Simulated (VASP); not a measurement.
Runs of VASP 6.6.1 on WS2. The cell holds a slab with vacuum, 6 atoms: a = 3.183 Å, b = 3.183 Å, c = 23.669 Å, α = 90.00°, β = 90.00°, γ = 120.00°. 

```csv
k mesh,gap on the mesh (eV),largest force (eV/Å)
4 × 4 × 1,(a),0.22
10 × 10 × 2,1.68,0.28
6 × 6 × 1,1.48,0.28
3 × 3 × 1,1.53,0.10
5 × 5 × 1,1.69,0.27
8 × 8 × 1,(b),0.28
```

Alike in all rows: task single point; level PBE; potentials or basis VASP PAW PBE potentials, release 64 (W_sv, S); no spin polarisation; cell as given; cutoff (eV) 520; smearing fermi-dirac 0.05 eV.

Task: Fill in the values left out.

Result: (a) 1.89; (b) 1.73.

Caveats: some runs use coarse meshes; spin-orbit coupling is left out, which moves the levels of the heavy elements.

A k mesh can miss the band edges, and the runs leave out spin-orbit coupling on W.
